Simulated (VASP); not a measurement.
# CoH3 (P6_3/mmc) in VASP: a series of runs

Runs on CoH3. Level: PBE. Tasks: single point, relaxation of cell and atoms.

Program: VASP 6.6.1. These are calculated values, not measurements. Logs are shortened: lines on timing, memory, paths and dates and some standing lists are left out, and cuts for length are marked.

## 1. The cell of the first run

Symmetry: P6_3/mmc, No. 194, hexagonal system. Conventional cell: a = 4.322 Å, b = 4.322 Å, c = 2.516 Å, α = 90.00°, β = 90.00°, γ = 120.00°. Co (site symmetry -6m2) has 12 H at 1.66 to 2.17 Å within 2.2 Å. Within 2.2 Å of H (site symmetry mm2) lie 4 Co at 1.66 to 2.17 Å and 6 H at 1.88 to 1.89 Å.

The cell was built from a structure type or drawn by symmetry, and may not be a known phase.

## 2. Single point, PBE

INCAR

```
SYSTEM = CoH3
ALGO = Normal ; EDIFF = 1E-6
ENCUT = 520 ; GGA = PE
ISIF = 2 ; ISMEAR = 0
LASPH = .True. ; LCHARG = .True.
LELF = .True. ; LREAL = .False.
LVHAR = .True. ; LWAVE = .False.
NBANDS = 22 ; NELM = 100
PREC = Accurate ; SIGMA = 0.1
```

KPOINTS

```
k-points
0
Gamma
  12 12 12
  0 0 0
```

POSCAR

```
CoH3
1.0
    4.3220451424      0.0000000000      0.0000000000
   -2.1610225712      3.7430008896      0.0000000000
    0.0000000000      0.0000000000      2.5157992771
Co H
2 6
Direct
    0.3333333333      0.6666666667      0.7500000000
    0.6666666667      0.3333333333      0.2500000000
    0.1880570264      0.3761140528      0.2500000000
    0.6238859472      0.8119429736      0.2500000000
    0.1880570264      0.8119429736      0.2500000000
    0.8119429736      0.6238859472      0.7500000000
    0.3761140528      0.1880570264      0.7500000000
    0.8119429736      0.1880570264      0.7500000000
```

Potentials or basis: VASP PAW PBE potentials, release 64 (Co, H).

Run with:

```bash
cat potpaw_PBE.64/Co/POTCAR potpaw_PBE.64/H/POTCAR > POTCAR
mpirun -np 1 vasp_std > vasp.out
```

OUTCAR:

```text
SYSTEM = CoH3
   EDIFF = 1E-6
   ENCUT = 520
   GGA = PE
   ISIF = 2
   ISMEAR = 0
   LASPH = .True.
   LREAL = .False.
   NELM = 100
   PREC = Accurate

 ion  position               nearest neighbor table
   1  0.333  0.667  0.750-   5 1.66   5 1.66   3 1.66   3 1.66   4 1.66   4 1.66   2 2.79   2 2.79
                             2 2.79   2 2.79   2 2.79   2 2.79
   2  0.667  0.333  0.250-   8 1.66   8 1.66   6 1.66   6 1.66   7 1.66   7 1.66   1 2.79   1 2.79
                             1 2.79   1 2.79   1 2.79   1 2.79
   3  0.188  0.376  0.250-   1 1.66   1 1.66
   4  0.624  0.812  0.250-   1 1.66   1 1.66
   5  0.188  0.812  0.250-   1 1.66   1 1.66
   6  0.812  0.624  0.750-   2 1.66   2 1.66
   7  0.376  0.188  0.750-   2 1.66   2 1.66
   8  0.812  0.188  0.750-   2 1.66   2 1.66

  LATTYP: Found a hexagonal cell.
 ALAT       =     4.3220451424
 C/A-ratio  =     0.5820853772

  Lattice vectors:

 A1 = (   4.3220451424,   0.0000000000,   0.0000000000)
 A2 = (  -2.1610225712,   3.7430008896,   0.0000000000)
 A3 = (   0.0000000000,   0.0000000000,   2.5157992771)

Analysis of symmetry for initial positions (statically):
=====================================================================
 Subroutine PRICEL returns:
 Original cell was already a primitive cell.

 Routine SETGRP: Setting up the symmetry group for a
 hexagonal supercell.

 Subroutine GETGRP returns: Found 24 space group operations
 (whereof 12 operations were pure point group operations)
 out of a pool of 24 trial point group operations.

The static configuration has the point symmetry D_3d.
 The point group associated with its full space group is D_6h.

Analysis of symmetry for dynamics (positions and initial velocities):
=====================================================================
 Subroutine PRICEL returns:
 Original cell was already a primitive cell.

 Routine SETGRP: Setting up the symmetry group for a
 hexagonal supercell.

 Subroutine GETGRP returns: Found 24 space group operations
 (whereof 12 operations were pure point group operations)
 out of a pool of 24 trial point group operations.

The dynamic configuration has the point symmetry D_3d.
 The point group associated with its full space group is D_6h.

 Subroutine INISYM returns: Found 24 space group operations
 (whereof 12 operations are pure point group operations),
 and found     1 'primitive' translations

----------------------------------------------------------------------------------------

                                     Primitive cell

  volume of cell :      40.6991

  direct lattice vectors                    reciprocal lattice vectors
     4.322045142  0.000000000  0.000000000     0.231371947  0.133582656  0.000000000
    -2.161022571  3.743000890  0.000000000     0.000000000  0.267165312  0.000000000
     0.000000000  0.000000000  2.515799277     0.000000000  0.000000000  0.397487991

  length of vectors
     4.322045142  4.322045142  2.515799277     0.267165312  0.267165312  0.397487991

  position of ions in fractional coordinates (direct lattice)
     0.333333333  0.666666667  0.750000000
     0.666666667  0.333333333  0.250000000
     0.188057026  0.376114053  0.250000000
     0.623885947  0.811942974  0.250000000
     0.188057026  0.811942974  0.250000000
     0.811942974  0.623885947  0.750000000
     0.376114053  0.188057026  0.750000000
     0.811942974  0.188057026  0.750000000

  ion indices of the primitive-cell ions
   primitive index   ion index
                 1           1
                 2           2
                 3           3
                 4           4
                 5           5
                 6           6
                 7           7
                 8           8

----------------------------------------------------------------------------------------

 KPOINTS: k-points

Automatic generation of k-mesh.
 Grid dimensions read from file:
 generate k-points for:   12   12   12

 Generating k-lattice:

  Cartesian coordinates                     Fractional coordinates (reciprocal lattice)
     0.019280996  0.011131888  0.000000000     0.083333333  0.000000000  0.000000000
     0.000000000  0.022263776  0.000000000     0.000000000  0.083333333  0.000000000
     0.000000000  0.000000000  0.033123999     0.000000000  0.000000000  0.083333333

  Length of vectors
     0.022263776  0.022263776  0.033123999

  Shift w.r.t. Gamma in fractional coordinates (k-lattice)
     0.000000000  0.000000000  0.000000000

 Subroutine IBZKPT returns following result:
 ===========================================

 Found    133 irreducible k-points:

 Following reciprocal coordinates:
            Coordinates               Weight
  0.000000  0.000000  0.000000      1.000000
  0.083333  0.000000  0.000000      6.000000
  0.166667  0.000000  0.000000      6.000000
  0.250000  0.000000  0.000000      6.000000
  0.333333  0.000000  0.000000      6.000000
  0.416667  0.000000  0.000000      6.000000
[... 16 lines left out ...]
  0.250000  0.000000  0.083333     12.000000
  0.333333  0.000000  0.083333     12.000000
 [... further k-points ...]
   k-points           NKPTS =    133   k-points in BZ     NKDIM =    133   number of bands    NBANDS=     22
   number of dos      NEDOS =    301   number of ions     NIONS =      8
   total plane-waves  NPLWV =  20480
   dimension x,y,z NGX =    32 NGY =   32 NGZ =   20
   dimension x,y,z NGXF=    64 NGYF=   64 NGZF=   40
   ions per type =               2   6
   NGX,Y,Z   is equivalent  to a cutoff of  12.31, 12.31, 13.22 a.u.
   NGXF,Y,Z  is equivalent  to a cutoff of  24.62, 24.62, 26.43 a.u.
 SYSTEM =  CoH3
   PREC   = accura    normal or accurate (medium, high low for compatibility)
   ISTART =      0    job   : 0-new  1-cont  2-samecut
   ICHARG =      2    charge: 1-file 2-atom 10-const
   ISPIN  =      1    spin polarized calculation?
   LNONCOLLINEAR =      F non collinear calculations
   LSORBIT =      F    spin-orbit coupling
   LASPH  =      T    aspherical Exc in radial PAW
   ENCUT  =  520.0 eV  38.22 Ry    6.18 a.u.   8.04  8.04  4.68*2*pi/ulx,y,z
   NELM   =    100;   NELMIN=  2; NELMDL= -5     # of ELM steps
   EDIFF  = 0.1E-05   stopping-criterion for ELM
   LREAL  =      F    real-space projection
   EDIFFG = 0.1E-04   stopping-criterion for IOM
   NSW    =      0    number of steps for IOM
   IBRION =     -1    ionic relax: 0-MD 1-quasi-New 2-CG
   NFREE  =      0    steps in history (QN), initial steepest desc. (CG)
   ISIF   =      2    stress and relaxation
   ISYM   =      2    0-nonsym 1-usesym 2-fastsym
   POTIM  = 0.5000    time-step for ionic-motion
   TEBEG  =    0.0;   TEEND  =   0.0 temperature during run
   PSTRESS=    0.0 pullay stress
   NELECT =      24.0000    total number of electrons
   NUPDOWN=      -1.0000    fix difference up-down
   EMIN   =  10.00;   EMAX   =-10.00  energy-range for DOS
   EFERMI =   0.00;   METHOD = LEGACY
   ISMEAR =     0;   SIGMA  =   0.10  broadening in eV -4-tet -1-fermi 0-gaus
   EFERMI_NEDOS =   21; number of points for ismear=-14 and -15
   IALGO  =     38    algorithm
   IMIX   =      4    mixing-type and parameters
     AMIX     =   0.40;   BMIX     =  1.00
     AMIX_MAG =   1.60;   BMIX_MAG =  1.00
  volume/ion in A,a.u.               =       5.09        34.33
  Fermi-wavevector in a.u.,A,eV,Ry     =   1.372830  2.594273 25.642395  1.884663
  Thomas-Fermi vector in A             =   2.498402
   LORBIT       =      0    0 simple, 1 ext, 2 COOP (PROOUT), +10 PAW based schemes
   GGA     = PE    functional components
   LHFCALC =     F    Hartree Fock is set to
   AEXX    =    0.0000 exact exchange contribution
   IVDW    =     0    specifies the selected vdW correction
   LEPSILON=     F    determine dielectric tensor
   LRPA    =     F    only Hartree local field effects (RPA)
 non-spin polarized calculation
 Gauss-broadening in eV      SIGMA  =   0.10
  energy-cutoff  :      520.00
  volume of cell :       40.70
 maximum number of plane-waves:      1125
   NGX = 17   NGY = 17   NGZ =  9

 number of electron      24.0000002 magnetization

 Free energy of the ion-electron system (eV)
  ---------------------------------------------------
  ext. energy  EPLUGINS =         0.00000000
  ---------------------------------------------------
  free energy    TOTEN  =       -32.57326700 eV

  energy without entropy =      -32.56350108  energy(sigma->0) =      -32.56838404

 E-fermi :   6.3224     XC(G=0): -11.8447

 val. band max:        6.3083090695   @ k =   0.3333   0.0000   0.4167
 cond. band min:       6.3324896527   @ k =   0.1667   0.0833   0.5000
 fundamental gap:      0.0241805831
 Fermi energy:         6.3224121745

 k-point     1 :       0.0000    0.0000    0.0000
  band No.  band energies     occupation
      1      -6.3630      2.00000
      2       0.0742      2.00000
      3       0.5508      2.00000
      4       0.5508      2.00000
      5       3.1057      2.00000
      6       3.1057      2.00000
[... 14 lines left out ...]
     21      20.8149      0.00000
     22      24.5506      0.00000

 k-point     2 :       0.0833    0.0000    0.0000
  band No.  band energies     occupation
      1      -6.2929      2.00000
      2      -0.0677      2.00000
      3       0.4101      2.00000
      4       0.5416      2.00000
      5       3.1476      2.00000
      6       3.1625      2.00000
[... 14 lines left out ...]
     21      20.9068      0.00000
     22      24.6603      0.00000
[... 523 lines left out ...]
     21      23.5050      0.00000
     22      24.1780      0.00000

 k-point    24 :       0.3333    0.0000    0.0833
  band No.  band energies     occupation
      1      -5.1127      2.00000
      2      -2.0721      2.00000
      3      -0.0078      2.00000
      4       0.4706      2.00000
      5       3.3725      2.00000
      6       3.5004      2.00000
[... 14 lines left out ...]
     21      22.3779      0.00000
     22      23.7236      0.00000

 [... further k-points ...]

------------------------ aborting loop because EDIFF is reached ----------------------------------------

  FORCE on cell =-STRESS in cart. coord.  units (eV):
  Direction    XX          YY          ZZ          XY          YZ          ZX
  --------------------------------------------------------------------------------------
  -------------------------------------------------------------------------------------
  Total       -0.1071087     -0.1071087      0.0652428      0.0000000     -0.0000000      0.0000000
  in kB       -4.2164788     -4.2164788      2.5683740      0.0000000     -0.0000000      0.0000000
  external PRESSURE =      -1.9548612 kB  Pullay stress =       0.0000000 kB

 VOLUME and BASIS-vectors are now :
 -----------------------------------------------------------------------------
  energy-cutoff  :      520.00
  volume of cell :       40.70
      direct lattice vectors                 reciprocal lattice vectors
     4.322045142  0.000000000  0.000000000     0.231371947  0.133582656  0.000000000
    -2.161022571  3.743000890  0.000000000     0.000000000  0.267165312  0.000000000
     0.000000000  0.000000000  2.515799277     0.000000000  0.000000000  0.397487991

 POSITION                                       TOTAL-FORCE (eV/Angst)
 -----------------------------------------------------------------------------------
     -0.00000      2.49533      1.88685        -0.000000     -0.000000      0.000000
      2.16102      1.24767      0.62895        -0.000000     -0.000000      0.000000
      0.00000      1.40780      0.62895        -0.000000     -0.012308      0.000000
      0.94184      3.03910      0.62895         0.010659      0.006154     -0.000000
     -0.94184      3.03910      0.62895        -0.010659      0.006154      0.000000
      2.16102      2.33521      1.88685        -0.000000      0.012308      0.000000
      1.21919      0.70390      1.88685        -0.010659     -0.006154      0.000000
      3.10286      0.70390      1.88685         0.010659     -0.006154     -0.000000
 -----------------------------------------------------------------------------------
    total drift:                               -0.000000      0.000000     -0.000000

  FREE ENERGIE OF THE ION-ELECTRON SYSTEM (eV)
  ---------------------------------------------------
  free  energy   TOTEN  =       -32.5732669961 eV

  energy  without entropy=      -32.5635010804  energy(sigma->0) =      -32.56838404
```

Run time: 2 min. Hardware: 1 thread of Intel Xeon Platinum 8259CL at 2.50GHz (Skylake/Cascade Lake), shared host; peak memory 0.23 GiB.

Results:

```yaml
Free_energy: -32.5733 eV
Pressure: -0.2 GPa
Largest_force: 0.012 eV/Å
Band_gap_on_the_k_mesh: zero (bands 12 and 13 overlap by 2.34 eV)
```

Forces on the atoms (eV/Å):
```
Co   0.000  0.000  0.000
Co   0.000  0.000  0.000
H    0.000 -0.012  0.000
H    0.011  0.006  0.000
H   -0.011  0.006  0.000
H    0.000  0.012  0.000
H   -0.011 -0.006  0.000
H    0.011 -0.006  0.000
```

Caveat: the run has no spin polarisation, though such a crystal can be magnetic.

(Continued in part 2 of 2.)
